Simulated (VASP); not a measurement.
Here is a VASP 6.6.1 calculation.

INCAR

```
  PREC = Accurate
  ENCUT = 520
  EDIFF = 1E-7
  ISMEAR = 0
  SIGMA = 0.1
  LREAL = False
  LASPH = True
  NELM = 60
  ALGO = Fast
  ISIF = 2
  LWAVE = False
  LCHARG = True
  GGA = PE
  LELF = True
  LVHAR = True
  NBANDS = 18
```

Contents of KPOINTS:

```
regular mesh
0
Gamma
  6 6 6
```

POSCAR

```
ScAl3
1.0
    1.4238339800      0.8220509300      9.3004446300
   -1.4238339800      0.8220509300      9.3004446300
    0.0000000000     -1.6441018700      9.3004446300
Sc Al
1 3
Direct
    0.0000000000      0.0000000000      0.0000000000
    0.7500000000      0.7500000000      0.7500000000
    0.5000000000      0.5000000000      0.5000000000
    0.2500000000      0.2500000000      0.2500000000
```

Potentials or basis: VASP PAW PBE potentials, release 64 (Sc_sv, Al).

Launch:

```bash
$ cat potpaw_PBE.64/Sc_sv/POTCAR potpaw_PBE.64/Al/POTCAR > POTCAR
$ mpirun -np 1 vasp_std > vasp.out
```

Task: What does it give for the band gap on the k mesh?

Result: Zero (bands 10 and 11 overlap by 2.47 eV).

Task: Predict the pressure.

Result: 12.0 GPa.

Task: What does it give for the largest force?

Result: 0.938 eV/Å.

Forces on the atoms (eV/Å):
```
Sc   0.000  0.000  0.000
Al   0.000  0.000  0.938
Al   0.000  0.000  0.000
Al   0.000  0.000 -0.938
```

Caveat: the k points lie up to 0.43 Å⁻¹ apart, too coarse for converged energies and pressures of a metal.
